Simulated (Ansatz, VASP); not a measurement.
## One calculation of Al, two programs

The input INCAR:

```
ALGO     = Normal         # electronic algorithm
DIPOL    = 0.5 0.5 0.500
EDIFF    = 1E-6           # SCF threshold, eV
ENCUT    = 520            # plane-wave cutoff, eV
GGA      = PE             # functional
IDIPOL   = 3            
ISIF     = 2              # what is computed and relaxed
ISMEAR   = -1             # smearing method
LASPH    = T              # aspherical terms in the spheres
LCHARG   = F              # write CHGCAR
LDIPOL   = T            
LREAL    = F              # projectors in reciprocal space
LWAVE    = F              # write WAVECAR
NBANDS   = 16             # bands
NELM     = 100            # most SCF steps
PREC     = Accurate       # precision mode
SIGMA    = 0.08           # smearing width, eV
```

KPOINTS

```
k-points
0
Gamma
  14 14 1
```

The input POSCAR:

```
Al
1.0
    2.8574853682      0.0000000000      0.0000000000
    0.0000000000      2.8574853682      0.0000000000
    0.0000000000      0.0000000000     15.2281000000
Al
5
Direct
    0.0000000000      0.0000000000      0.2298382689
    0.5000000000      0.5000000000      0.3646592811
    0.0000000000      0.0000000000      0.4999999965
    0.5000000000      0.5000000000      0.6353407174
    0.0000000000      0.0000000000      0.7701617311
```

Input for Ansatz:

```yaml
crystal:
  lattice:
    - [2.8574853682, 0.0, 0.0]
    - [0.0, 2.8574853682, 0.0]
    - [0.0, 0.0, 15.2281]
  atoms:
    - { symbol: Al, position: [0.0, 0.0, 0.2298382689] }
    - { symbol: Al, position: [0.5, 0.5, 0.3646592811] }
    - { symbol: Al, position: [0.0, 0.0, 0.4999999965] }
    - { symbol: Al, position: [0.5, 0.5, 0.6353407174] }
    - { symbol: Al, position: [0.0, 0.0, 0.7701617311] }
kpoints:
  mp_grid: { grid: [14, 14, 1] }
scf:
  occupations: { method: fermi_dirac, width: 0.08 }
hamiltonian:
  xc: pbe
  pseudopotentials: { kind: paw }
output:
  forces: true
  stress: true
  eigenvalues: true
efield:
  axis: 3
  amplitude: 0
  dipole_correction: true
```

Alike in both runs: task single point; functional PBE; k mesh 14 × 14 × 1; occupations fermi-dirac, width 0.08 eV; no spin polarisation.

|  | VASP | Ansatz |
| --- | --- | --- |
| version | VASP 6.6.1 | Ansatz 0.2.0 |
| potentials or method | VASP PAW PBE potentials, release 64 (Al) | PAW with Ansatz's default frozen-core files, scalar-relativistic |
| plane-wave cutoff (eV) | 520 | 420 |
| valence electrons in the cell | 15 | 15 |

Ansatz gave:

| Quantity | Value |
| --- | --- |
| rms of the force components (eV/Å) | 0.004 |

Problem. Which values does VASP return?

Solution. rms of the force components (eV/Å): 0.005.

Atom by atom the forces differ by 0.000 eV/Å (rms over components). The functional is the same, so the differences come from potentials, cutoffs and numerics. Ansatz's warnings: vacuum density over bound.
